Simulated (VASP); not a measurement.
MgI2: single point with PBE

The system is MgI2.

```
Mg I
1.0
     4.15664    0.00000    0.00000
    -2.07832    3.59975    0.00000
     0.00000    0.00000    6.87561
Mg I
1 2
Direct
  0.00000 0.00000 0.00000
  0.33333 0.66667 0.24257
  0.66667 0.33333 0.75743
```

```json
{
  "Program": "VASP 6.6.1",
  "Task": "single point",
  "Functional": "PBE",
  "Potentials or basis": "VASP PAW PBE potentials, release 64 (Mg, I)",
  "Cutoff": "520 eV",
  "k mesh": "6 × 6 × 2",
  "Occupations": "gaussian, width 0.01 eV",
  "Spin": "non-collinear spin, zero start, spin-orbit coupling",
  "Starting moments": "[[0.0, 0.0, 0.0], [0.0, 0.0, 0.0], [0.0, 0.0, 0.0]] μB",
  "Dipole correction": "no",
  "Further INCAR settings": "ALGO = Normal; EDIFF = 1e-06; NBANDS = 29"
}
```

```json
{"Pressure": "1.2 GPa", "Largest force": "0.015 eV/Å", "Net moment": "0.00 μB per cell", "Valence electrons inside the program's atomic spheres": "Mg 0.28; I 4.34"}
```

Forces on the atoms (eV/Å):
```
Mg   0.000  0.000  0.000
I    0.000  0.000  0.015
I    0.000  0.000 -0.015
```

Stress tensor (GPa, compression positive):
```
1.09 0.00 0.00
0.00 1.09 0.00
0.00 0.00 1.28
```

Moments on the atoms (μB; x, y, z):
```
Mg  0.00 0.00 0.00
I   0.00 0.00 0.00
I   0.00 0.00 0.00
```

Wall time 3.2 min on 1 thread of Intel Xeon 8259CL (shared host), peak memory 0.42 GiB.

Caveat: the k points lie up to 0.46 Å⁻¹ apart; this functional lacks dispersion, which binds the layers, so the pressure and a relaxed spacing across them are unreliable.
